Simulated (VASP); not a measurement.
# Mg3NO3 in VASP: notebook, part 2 of 2

VASP 6.6.1. The steps go on from the part before.

## 4. Relaxation of the atoms, PBE, collinear spin, ferromagnetic start

INCAR

```
SYSTEM = Mg3NO3
  PREC = Accurate
  ENCUT = 520
  EDIFF = 1E-7
  ISMEAR = 0
  SIGMA = 0.05
  LREAL = .False.
  LASPH = .True.
  NELM = 200
  ALGO = Normal
  ISIF = 2
  LWAVE = .False.
  LCHARG = .False.
  ISPIN = 2
  MAGMOM = 0 0 0 0 0 0 3
  LORBIT = 11
  LDIPOL = .True.
  IDIPOL = 3
  DIPOL = 0.5 0.5 0.336
  GGA = PE
  IBRION = 2
  NSW = 36
  EDIFFG = -0.025
  GGA_COMPAT = .False.
  NELMIN = 4
  NELMDL = -8
  KPAR = 4
```

KPOINTS

```
Automatic mesh
0
Gamma
  9 9 1
  0 0 0
```

POSCAR

```
Mg3NO3
1.0
    3.0085896333      0.0000000000      0.0000000000
    0.0000000000      3.0085896333      0.0000000000
    0.0000000000      0.0000000000     19.7799623295
Mg O N
3 3 1
Selective dynamics
Direct
    0.5000000000      0.5000000000      0.2022248543  F F F
    0.0000000000      0.0000000000      0.3100331114  F F F
    0.5000000000      0.5000000000      0.4161289115  F F F
    0.0000000000      0.0000000000      0.2022248543  F F F
    0.5000000000      0.5000000000      0.3095409233  F F F
    0.0000000000      0.0000000000      0.4186035439  F F F
    0.0000000000      0.2500000000      0.4904311123  F F T
```

Potentials or basis: VASP PAW PBE potentials, release 64 (Mg, O, N).

Started as:

```bash
cat potpaw_PBE.64/Mg/POTCAR potpaw_PBE.64/O/POTCAR potpaw_PBE.64/N/POTCAR > POTCAR
mpirun -np 4 vasp_std > vasp.out
```

OUTCAR:

```text
SYSTEM = Mg3NO3
   PREC = Accurate
   ENCUT = 520
   EDIFF = 1E-7
   ISMEAR = 0
   LREAL = .False.
   LASPH = .True.
   NELM = 200
   ISIF = 2
   ISPIN = 2
   LORBIT = 11
   GGA = PE
   IBRION = 2
   NSW = 36
   EDIFFG = -0.025
   NELMIN = 4
   NELMDL = -8

 ion  position               nearest neighbor table
   1  0.500  0.500  0.202-   5 2.12   4 2.13   4 2.13   4 2.13   4 2.13   2 3.01   2 3.01   2 3.01
                             2 3.01
   2  0.000  0.000  0.310-   5 2.13   5 2.13   5 2.13   5 2.13   4 2.13   6 2.15   3 2.99   3 2.99
                             3 2.99   3 2.99   1 3.01   1 3.01   1 3.01   1 3.01
   3  0.500  0.500  0.416-   5 2.11   6 2.13   6 2.13   6 2.13   6 2.13   7 2.23   7 2.23   2 2.99
                             2 2.99   2 2.99   2 2.99
   4  0.000  0.000  0.202-   1 2.13   1 2.13   1 2.13   1 2.13   2 2.13
   5  0.500  0.500  0.310-   3 2.11   1 2.12   2 2.13   2 2.13   2 2.13   2 2.13
   6  0.000  0.000  0.419-   7 1.61   3 2.13   3 2.13   3 2.13   3 2.13   2 2.15
   7  0.000  0.250  0.490-   6 1.61   3 2.23   3 2.23

  LATTYP: Found a simple tetragonal cell.
 ALAT       =     3.0085896333
 C/A-ratio  =     6.5744966048

  Lattice vectors:

 A1 = (   3.0085896333,   0.0000000000,   0.0000000000)
 A2 = (   0.0000000000,   3.0085896333,   0.0000000000)
 A3 = (   0.0000000000,   0.0000000000,  19.7799623295)

Analysis of symmetry for initial positions (statically):
=====================================================================
 Subroutine PRICEL returns:
 Original cell was already a primitive cell.

 Routine SETGRP: Setting up the symmetry group for a
 simple tetragonal supercell.

 Subroutine GETGRP returns: Found  2 space group operations
 (whereof  2 operations were pure point group operations)
 out of a pool of 16 trial point group operations.

The static configuration has the point symmetry C_1h.

Analysis of symmetry for dynamics (positions and initial velocities):
=====================================================================
 Subroutine PRICEL returns:
 Original cell was already a primitive cell.

 Routine SETGRP: Setting up the symmetry group for a
[... 316 lines left out ...]
--------------------------------------- Ionic step        4  -------------------------------------------

 number of electron      29.0000005 magnetization       1.0596504

 dipolmoment           0.000000      0.000000      0.226526 electrons x Angstroem

 Free energy of the ion-electron system (eV)
  ---------------------------------------------------
  ext. energy  EPLUGINS =         0.00000000
  ---------------------------------------------------
  free energy    TOTEN  =       -37.99379763 eV

  energy without entropy =      -37.99110007  energy(sigma->0) =      -37.99244885

 E-fermi :  -0.1525     XC(G=0):  -4.9140

 val. band max:       -0.1789906206   @ k =  -0.1111   0.3333   0.0000
 cond. band min:      -0.1478199278   @ k =   0.0000   0.1111   0.0000
 fundamental gap:      0.0311706928
 Fermi energy:        -0.1524974914

 spin component 1

 k-point     1 :       0.0000    0.0000    0.0000
  band No.  band energies     occupation
      1     -22.9217      1.00000
      2     -20.9990      1.00000
      3     -19.8278      1.00000
      4     -14.0940      1.00000
      5      -7.7721      1.00000
      6      -6.6887      1.00000
[... 541 lines left out ...]
     19       5.8591      0.00000
     20       5.9431      0.00000

 [... further k-points ...]

 spin component 2

 k-point     1 :       0.0000    0.0000    0.0000
  band No.  band energies     occupation
      1     -22.6637      1.00000
      2     -20.9880      1.00000
      3     -19.8262      1.00000
      4     -13.1931      1.00000
      5      -7.6319      1.00000
      6      -6.3869      1.00000
[... 541 lines left out ...]
     19       5.8799      0.00000
     20       5.9835      0.00000

 [... further k-points ...]

------------------------ aborting loop because EDIFF is reached ----------------------------------------

 vacuum level on the upper side and lower side of the slab       (xc-potential included)         1.972        -2.571

  FORCE on cell =-STRESS in cart. coord.  units (eV):
  Direction    XX          YY          ZZ          XY          YZ          ZX
  --------------------------------------------------------------------------------------
  -------------------------------------------------------------------------------------
  Total       -0.9730143      1.2266761      0.1444710      0.0000000     -0.4112732      0.0000000
  in kB       -8.7071981     10.9771376      1.2928259      0.0000000     -3.6803544      0.0000000
  external PRESSURE =       1.1875885 kB  Pullay stress =       0.0000000 kB
[... 22 lines left out ...]
  FREE ENERGIE OF THE ION-ELECTRON SYSTEM (eV)
  ---------------------------------------------------
  free  energy   TOTEN  =       -37.9937976261 eV

  energy  without entropy=      -37.9911000722  energy(sigma->0) =      -37.99244885

 reached required accuracy - stopping structural energy minimisation

 vacuum level on the upper side and lower side of the slab         6.021         1.359

 total charge

# of ion       s       p       d       tot
------------------------------------------
    1        0.142   0.149   0.061   0.352
    2        0.146   0.168   0.073   0.387
    3        0.146   0.173   0.077   0.396
    4        1.545   3.490   0.000   5.035
    5        1.545   3.539   0.000   5.084
    6        1.556   3.503   0.000   5.059
    7        1.344   2.134   0.000   3.478
--------------------------------------------------
tot          6.424  13.156   0.211  19.791

 magnetization (x)

# of ion       s       p       d       tot
------------------------------------------
    1        0.000   0.000   0.000   0.000
    2        0.001   0.000   0.000   0.001
    3       -0.004   0.003   0.006   0.006
    4        0.000   0.000   0.000   0.000
    5        0.000   0.001   0.000   0.001
    6        0.001   0.082   0.000   0.083
    7        0.018   0.652   0.000   0.669
--------------------------------------------------
tot          0.016   0.738   0.007   0.761
```

OSZICAR:

```text
N       E                     dE             d eps       ncg     rms          rms(c)
DAV:   1     0.245746364985E+03    0.24575E+03   -0.12309E+04  2008   0.117E+03
DAV:   2    -0.615462335029E+01   -0.25190E+03   -0.24389E+03  2896   0.270E+02
DAV:   3    -0.407892460890E+02   -0.34635E+02   -0.34265E+02  2416   0.113E+02
[... 100 lines left out ...]
DAV:  17    -0.379937970079E+02   -0.11034E-06   -0.37404E-08  1736   0.876E-04    0.641E-05
DAV:  18    -0.379937972869E+02   -0.27902E-06   -0.42438E-08  1688   0.911E-04    0.700E-05
DAV:  19    -0.379937974529E+02   -0.16596E-06   -0.32382E-08  1716   0.780E-04    0.476E-05
DAV:  20    -0.379937976067E+02   -0.15387E-06   -0.34804E-08  1676   0.825E-04    0.629E-05
DAV:  21    -0.379937976261E+02   -0.19398E-07   -0.18538E-08  1784   0.602E-04
   4 F= -.37993798E+02 E0= -.37992449E+02  d E =-.379424E-01  mag=     1.0596
```

Wall time 4.7 min (4 MPI ranks of Intel Xeon Platinum 8488C (Sapphire Rapids), shared host); peak memory 0.45 GiB.

What came out:

- Free energy: -37.9938 eV
- Energy gained by relaxing: 5.4 meV/atom
- Ionic steps: 4
- Net moment: 1.06 μB per cell
- Site moments: Mg +0.00, +0.01 (each value once); O +0.00, +0.08 (each value once); N +0.67 μB
- Valence electrons inside the program's atomic spheres: Mg 0.35, 0.39, 0.40; O 5.04, 5.08, 5.06; N 3.48

The path:
```
step  energy change (eV)  largest force on free atoms (eV/Å)  pressure (GPa)
   1              0.0000                              0.7513           -0.84
   2             -0.0227                              0.4895           -0.52
   3             -0.0375                              0.0924           -0.01
   4             -0.0379                              0.0148            0.12
```

Final structure:
```
Mg O N
1.0
     3.00859    0.00000    0.00000
     0.00000    3.00859    0.00000
     0.00000    0.00000   19.77996
Mg O N
3 3 1
Direct
  0.50000 0.50000 0.20222
  0.00000 0.00000 0.31003
  0.50000 0.50000 0.41613
  0.00000 0.00000 0.20222
  0.50000 0.50000 0.30954
  0.00000 0.00000 0.41860
  0.00000 0.25000 0.48539
```

## 5. The runs side by side

| task | cell | atoms held fixed (from 0) | gap on the mesh (eV) | moment (μB) | largest force (eV/Å) |
| --- | --- | --- | --- | --- | --- |
| single point | as given, atomic positions A | - | none | 1.03 | 2.26 |
| single point | as given, atomic positions B | - | 0.86 | 3.00 | 0.48 |
| relaxation of the atoms | atoms relaxed, atomic positions C | [0, 3, 1, 4, 2, 5, 6] | none | 1.06 | - |

Alike in all rows: level PBE; potentials or basis VASP PAW PBE potentials, release 64 (Mg, O, N); spin collinear, ferromagnetic start; k mesh 9 × 9 × 1; cutoff (eV) 520; smearing gaussian 0.05 eV.

Total energies depend on the potentials used, so only differences within one code and one set of settings carry meaning.
